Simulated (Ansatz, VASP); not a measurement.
**One calculation of Mg2Zn3Te5, two programs**

The input INCAR:

```
SYSTEM = Mg2Zn3Te5
  ALGO = Normal
  EDIFF = 1E-6
  ENCUT = 520
  GGA = PE
  ISIF = 2
  ISMEAR = 0
  LASPH = .True.
  LCHARG = .False.
  LREAL = .False.
  LWAVE = .False.
  NBANDS = 46
  NELM = 80
  PREC = Accurate
  SIGMA = 0.1
```

File KPOINTS:

```
k-points
0
Gamma
  4 4 4
  0 0 0
```

POSCAR

```
Mg2Zn3Te5
1.0
   -2.2265781800      3.8565465347      0.0000000000
   -4.4531563599      0.0000000000      0.0000000000
   -2.2265781800      1.2855155116     18.3038002000
Mg Zn Te
2 3 5
Direct
    0.6020550000      0.6020550000      0.1938350000
    0.1984960000      0.1984960000      0.4045120000
    0.0024540000      0.0024540000      0.9926380000
    0.7975880000      0.7975880000      0.6072360000
    0.3999910000      0.3999910000      0.8000270000
    0.6534160000      0.6534160000      0.0397520000
    0.2497170000      0.2497170000      0.2508490000
    0.8463630000      0.8463630000      0.4609110000
    0.4487590000      0.4487590000      0.6537230000
    0.0511610000      0.0511610000      0.8465170000
```

Input for Ansatz:

```yaml
crystal:
  lattice:
    - [-2.22657818, 3.8565465347, 0.0]
    - [-4.4531563599, 0.0, 0.0]
    - [-2.22657818, 1.2855155116, 18.3038002]
  atoms:
    - { symbol: Mg, position: [0.602055, 0.602055, 0.193835] }
    - { symbol: Mg, position: [0.198496, 0.198496, 0.404512] }
    - { symbol: Zn, position: [0.002454, 0.002454, 0.992638] }
    - { symbol: Zn, position: [0.797588, 0.797588, 0.607236] }
    - { symbol: Zn, position: [0.399991, 0.399991, 0.800027] }
    - { symbol: Te, position: [0.653416, 0.653416, 0.039752] }
    - { symbol: Te, position: [0.249717, 0.249717, 0.250849] }
    - { symbol: Te, position: [0.846363, 0.846363, 0.460911] }
    - { symbol: Te, position: [0.448759, 0.448759, 0.653723] }
    - { symbol: Te, position: [0.051161, 0.051161, 0.846517] }
basis:
  ecutwfc: 420
kpoints:
  mp_grid: { grid: [4, 4, 4] }
hamiltonian:
  xc: pbe
scf:
  occupations: { method: gaussian, width: 0.1 }
  lower_state_search: "off"
output:
  forces: true
  stress: true
  eigenvalues: true
```

Alike in both runs: task single point; functional PBE; k mesh 4 × 4 × 4; occupations gaussian, width 0.1 eV; no spin polarisation.

|  | VASP | Ansatz |
| --- | --- | --- |
| version | VASP 6.6.1 | Ansatz 0.2.0 |
| potentials or method | VASP PAW PBE potentials, release 64 (Mg, Zn, Te), cutoff 520 eV | scalar-relativistic, plane waves, PAW |
| valence electrons in the cell | 70 | 136 |

```tsv
	VASP	Ansatz	Ansatz less VASP
gap on the k mesh at the Fermi level (eV)	1.26	1.26	+0.003
least direct gap on the mesh (eV)	1.26	1.26	+0.003
pressure (GPa)	0.1	0.1	-0.04
traceless stress, the component that is largest in VASP (GPa)	-0.24	-0.24	+0.002
rms of the force components (eV/Å)	0.006	0.006	-0.0007
```

Atom by atom the forces differ by 0.002 eV/Å (rms over components). VASP's potentials hold 70 valence electrons a cell and Ansatz's 136, so a difference there can come from the potentials and not from the codes.

Spin-orbit coupling is off throughout.
